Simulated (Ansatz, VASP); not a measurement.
One calculation of Pd, two programs

```
Pd
1.0
    -0.20532    1.84785    1.84785
     1.84785   -0.20532    1.84785
     1.84785    1.84785   -0.20532
Pd
1
Direct
  0.00000 0.00000 0.00000
```

Alike in both runs: task single point; functional PBE; k mesh 24 × 24 × 24; occupations gaussian, width 0.15 eV; no spin polarisation.

```csv
,VASP,Ansatz
version,VASP 6.6.1,Ansatz 0.2.0
potentials or method,"VASP PAW PBE potentials, release 64 (Pd), cutoff 520 eV","scalar-relativistic, plane waves, PAW"
valence electrons in the cell,10,18
```

```tsv
	VASP	Ansatz	Ansatz less VASP
gap on the k mesh at the Fermi level (eV)	none	none	-
pressure (GPa)	12.1	12.6	+0.44
traceless stress, the component that is largest in VASP (GPa)	7.58	7.67	+0.091
```

A gap of «none» marks a metal or a gap that the smearing closes. VASP's potentials hold 10 valence electrons a cell and Ansatz's 18, so a difference there can come from the potentials and not from the codes.
